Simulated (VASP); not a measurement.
# Fe (P6_3/mmc) in VASP: notebook, part 2 of 2

VASP 6.6.1.

### Step 3. Electric field gradients, PBEsol (zz strain of -2 %)

Contents of INCAR:

```
SYSTEM = Fe
PREC = Accurate ; ENCUT = 520
EDIFF = 1E-8 ; ISMEAR = -1
SIGMA = 0.08 ; LREAL = .False.
LASPH = .True. ; NELM = 100
ALGO = Normal ; ISIF = 2
LWAVE = .False. ; LCHARG = .False.
GGA = PS ; LEFG = .True.
NBANDS = 15
```

Contents of KPOINTS:

```
regular mesh
0
Gamma
  17 17 10
  0 0 0
```

Contents of POSCAR:

```
Fe
1.0
    2.4341575853      0.0000000000      0.0000000000
   -1.2170787927      2.1080423057      0.0000000000
    0.0000000000      0.0000000000      3.7650957806
Fe
2
Direct
    0.3333333333      0.6666666667      0.2500000000
    0.6666666667      0.3333333333      0.7500000000
```

Potentials or basis: VASP PAW PBE potentials, release 64 (Fe).

Run with:

```console
$ cat potpaw_PBE.64/Fe/POTCAR > POTCAR
$ mpirun -np 1 vasp_std > vasp.out
```

OUTCAR:

```text
SYSTEM = Fe
   PREC = Accurate
   ENCUT = 520
   EDIFF = 1E-8
   ISMEAR = -1
   LREAL = .False.
   LASPH = .True.
   NELM = 100
   ISIF = 2
   GGA = PS

 ion  position               nearest neighbor table
   1  0.333  0.667  0.250-   2 2.35   2 2.35   2 2.35   2 2.35   2 2.35   2 2.35
   2  0.667  0.333  0.750-   1 2.35   1 2.35   1 2.35   1 2.35   1 2.35   1 2.35

  LATTYP: Found a hexagonal cell.
 ALAT       =     2.4341575853
 C/A-ratio  =     1.5467756908

  Lattice vectors:

 A1 = (   2.4341575853,   0.0000000000,   0.0000000000)
 A2 = (  -1.2170787927,   2.1080423057,   0.0000000000)
 A3 = (   0.0000000000,   0.0000000000,   3.7650957806)

Analysis of symmetry for initial positions (statically):
=====================================================================
 Subroutine PRICEL returns:
 Original cell was already a primitive cell.

 Routine SETGRP: Setting up the symmetry group for a
 hexagonal supercell.

 Subroutine GETGRP returns: Found 24 space group operations
 (whereof 12 operations were pure point group operations)
 out of a pool of 24 trial point group operations.

The static configuration has the point symmetry D_3d.
 The point group associated with its full space group is D_6h.

Analysis of symmetry for dynamics (positions and initial velocities):
=====================================================================
 Subroutine PRICEL returns:
 Original cell was already a primitive cell.

 Routine SETGRP: Setting up the symmetry group for a
 hexagonal supercell.

 Subroutine GETGRP returns: Found 24 space group operations
 (whereof 12 operations were pure point group operations)
 out of a pool of 24 trial point group operations.

[... 169 lines left out ...]
     12       8.1978      0.00007
     13      17.0014      0.00000
     14      29.3950      0.00000
[... 401 lines left out ...]
      2       3.3642      2.00000
      3       3.8021      2.00000
      4       3.9360      2.00000
      5       5.2734      2.00000
      6       5.8146      2.00000
      7       6.1501      2.00000
      8       6.9590      1.98877
      9       7.4385      0.61268
     10       8.0187      0.00063
     11       8.4309      0.00000
     12      15.2311      0.00000
     13      17.3207      0.00000
     14      21.0502      0.00000
     15      21.9020      0.00000

 [... further k-points ...]
[... 5 lines left out ...]
  --------------------------------------------------------------------------------------
  -------------------------------------------------------------------------------------
  Total        0.1986348      0.1986348      1.5511677     -0.0000000      0.0000000      0.0000000
  in kB       16.4725929     16.4725929    128.6368226     -0.0000000      0.0000000      0.0000000
  external PRESSURE =      53.8606695 kB  Pullay stress =       0.0000000 kB

 VOLUME and BASIS-vectors are now :
 -----------------------------------------------------------------------------
  energy-cutoff  :      520.00
  volume of cell :       19.32
      direct lattice vectors                 reciprocal lattice vectors
     2.434157585  0.000000000  0.000000000     0.410819746  0.237186891  0.000000000
    -1.217078793  2.108042306  0.000000000     0.000000000  0.474373781  0.000000000
     0.000000000  0.000000000  3.765095781     0.000000000  0.000000000  0.265597493

 POSITION                                       TOTAL-FORCE (eV/Angst)
 -----------------------------------------------------------------------------------
     -0.00000      1.40536      0.94127         0.000000      0.000000      0.000000
      1.21708      0.70268      2.82382        -0.000000     -0.000000      0.000000
 -----------------------------------------------------------------------------------
    total drift:                                0.000000     -0.000000     -0.000000

  FREE ENERGIE OF THE ION-ELECTRON SYSTEM (eV)
  ---------------------------------------------------
  free  energy   TOTEN  =       -17.8813085162 eV

  energy  without entropy=      -17.8301171180  energy(sigma->0) =      -17.85571282

 Electric field gradients (V/A^2)
---------------------------------------------------------------------
 ion       V_xx      V_yy      V_zz      V_xy      V_xz      V_yz
---------------------------------------------------------------------
   1       6.812     6.812   -13.624     0.000     0.000    -0.000
   2       6.812     6.812   -13.624     0.000    -0.000     0.000
---------------------------------------------------------------------

 Electric field gradients after diagonalization (V/A^2)
 (convention: |V_zz| > |V_xx| > |V_yy|)
----------------------------------------------------------------------
 ion       V_xx      V_yy      V_zz     asymmetry (V_yy - V_xx)/ V_zz
----------------------------------------------------------------------
   1       6.812     6.812   -13.624       0.000
   2       6.812     6.812   -13.624       0.000
----------------------------------------------------------------------

           NMR quadrupolar parameters

 Cq : quadrupolar parameter    Cq=e*Q*V_zz/h
 eta: asymmetry parameters     (V_yy - V_xx)/ V_zz
 Q  : nuclear electric quadrupole moment in mb (millibarn)
----------------------------------------------------------------------
 ion       Cq(MHz)       eta       Q (mb)
----------------------------------------------------------------------
   1      -0.033       0.000       1.000
   2      -0.033       0.000       1.000
----------------------------------------------------------------------
```

It took 40 s on 1 thread of Intel Xeon 6975P-C, shared host; peak memory 0.16 GiB.

Results:

| Property | Result |
| --- | --- |
| Free energy | -17.8813 eV |
| Pressure | 5.4 GPa |
| Band gap on the k mesh | zero (band 8 reaches 8.21 eV, above the bottom of band 9 at 6.29 eV) |

Electric field gradients, principal values (V/Å²):
```tsv
atom	least	middle	greatest (by size)
1 Fe	6.812	6.812	-13.624
2 Fe	6.812	6.812	-13.624
```

Caveat: the cell differs from its parent crystal (zz strain of -2 %); without QUAD_EFG the Cq values of the log hold for a quadrupole moment of 1 mb, not for the nuclei; the PAW data sets were made with another functional, which shifts forces and pressure a little; the run has no spin polarisation, though such a crystal can be magnetic.

### Step 4. Electric field gradients, PBEsol (volume scaled by 0.99)

Contents of INCAR:

```
  PREC = Accurate
  ENCUT = 520
  EDIFF = 1E-8
  ISMEAR = -1
  SIGMA = 0.08
  LREAL = F
  LASPH = T
  NELM = 60
  ALGO = Normal
  ISIF = 2
  LWAVE = F
  LCHARG = F
  GGA = PS
  LEFG = T
  NBANDS = 15
```

Contents of KPOINTS:

```
regular mesh
0
Gamma
  17 17 10
```

Contents of POSCAR:

```
Fe
1.0
    2.4260165292      0.0000000000      0.0000000000
   -1.2130082646      2.1009919443      0.0000000000
    0.0000000000      0.0000000000      3.8290850949
Fe
2
Direct
    0.3333333333      0.6666666667      0.2500000000
    0.6666666667      0.3333333333      0.7500000000
```

Potentials or basis: VASP PAW PBE potentials, release 64 (Fe).

Run with:

```console
$ cat potpaw_PBE.64/Fe/POTCAR > POTCAR
$ mpirun -np 1 vasp_std > vasp.out
```

OUTCAR:

```text
PREC = Accurate
   ENCUT = 520
   EDIFF = 1E-8
   ISMEAR = -1
   LREAL = F
   LASPH = T
   NELM = 60
   ISIF = 2
   GGA = PS

 ion  position               nearest neighbor table
   1  0.333  0.667  0.250-   2 2.37   2 2.37   2 2.37   2 2.37   2 2.37   2 2.37
   2  0.667  0.333  0.750-   1 2.37   1 2.37   1 2.37   1 2.37   1 2.37   1 2.37

  LATTYP: Found a hexagonal cell.
 ALAT       =     2.4260165292
 C/A-ratio  =     1.5783425417

  Lattice vectors:

[... 646 lines left out ...]

  FREE ENERGIE OF THE ION-ELECTRON SYSTEM (eV)
  ---------------------------------------------------
  free  energy   TOTEN  =       -17.8953723290 eV

  energy  without entropy=      -17.8429076757  energy(sigma->0) =      -17.86914000

 Electric field gradients (V/A^2)
---------------------------------------------------------------------
 ion       V_xx      V_yy      V_zz      V_xy      V_xz      V_yz
---------------------------------------------------------------------
   1       4.157     4.158    -8.315     0.000     0.000    -0.000
   2       4.157     4.158    -8.315     0.000    -0.000     0.000
---------------------------------------------------------------------

 Electric field gradients after diagonalization (V/A^2)
 (convention: |V_zz| > |V_xx| > |V_yy|)
----------------------------------------------------------------------
 ion       V_xx      V_yy      V_zz     asymmetry (V_yy - V_xx)/ V_zz
----------------------------------------------------------------------
   1       4.158     4.157    -8.315       0.000
   2       4.158     4.157    -8.315       0.000
----------------------------------------------------------------------

           NMR quadrupolar parameters

 Cq : quadrupolar parameter    Cq=e*Q*V_zz/h
 eta: asymmetry parameters     (V_yy - V_xx)/ V_zz
 Q  : nuclear electric quadrupole moment in mb (millibarn)
----------------------------------------------------------------------
 ion       Cq(MHz)       eta       Q (mb)
----------------------------------------------------------------------
   1      -0.020       0.000       1.000
   2      -0.020       0.000       1.000
----------------------------------------------------------------------
```

stdout:

```text
POSCAR found type information on POSCAR Fe
 POSCAR found :  1 types and       2 ions
 scaLAPACK will be used
 -----------------------------------------------------------------------------
|                                                                             |
|                                                                             |
|     You enforced a specific xc type in the INCAR file but a different       |
|     I HOPE YOU KNOW WHAT YOU ARE DOING!                                     |
|                                                                             |
 -----------------------------------------------------------------------------

 LDA part: xc-table for (Slater+PW92), standard interpolation
 POSCAR, INCAR and KPOINTS ok, starting setup
 FFT: planning ... GRIDC
 FFT: planning ... GRID_SOFT
 FFT: planning ... GRID
 WAVECAR not read
 entering main loop
ion   1

ion   2
```

Wall time 42 s (1 thread of Intel Xeon 6975P-C, shared host); peak memory 0.16 GiB.

Results:

```
Free energy            : -17.8954 eV
Pressure               : 1.6 GPa
Band gap on the k mesh : zero (band 8 reaches 8.14 eV, above the bottom of band 9 at 6.19 eV)
```

Levels at points of the mesh, in eV from the Fermi level:
```
           k point  band 5  band 6  band 7  band 8  band 9  band 10  band 11  band 12
(0.00, 0.00, 0.00)   -1.62   -1.27   -1.27   -0.91   -0.91     0.54     0.76     0.76
(0.00, 0.00, 0.50)   -1.90   -1.90   -1.90   -1.90    0.35     0.35     0.35     0.35
```

Electric field gradients, principal values (V/Å²):
```tsv
atom	least	middle	greatest (by size)
1 Fe	4.157	4.158	-8.315
2 Fe	4.157	4.158	-8.315
```

Caveat: without QUAD_EFG the Cq values of the log hold for a quadrupole moment of 1 mb, not for the nuclei; the PAW data sets were made with another functional, which shifts forces and pressure a little; the run has no spin polarisation, though such a crystal can be magnetic. Spin polarisation is off, so any magnetic state and its effect on volume and gap are missing.
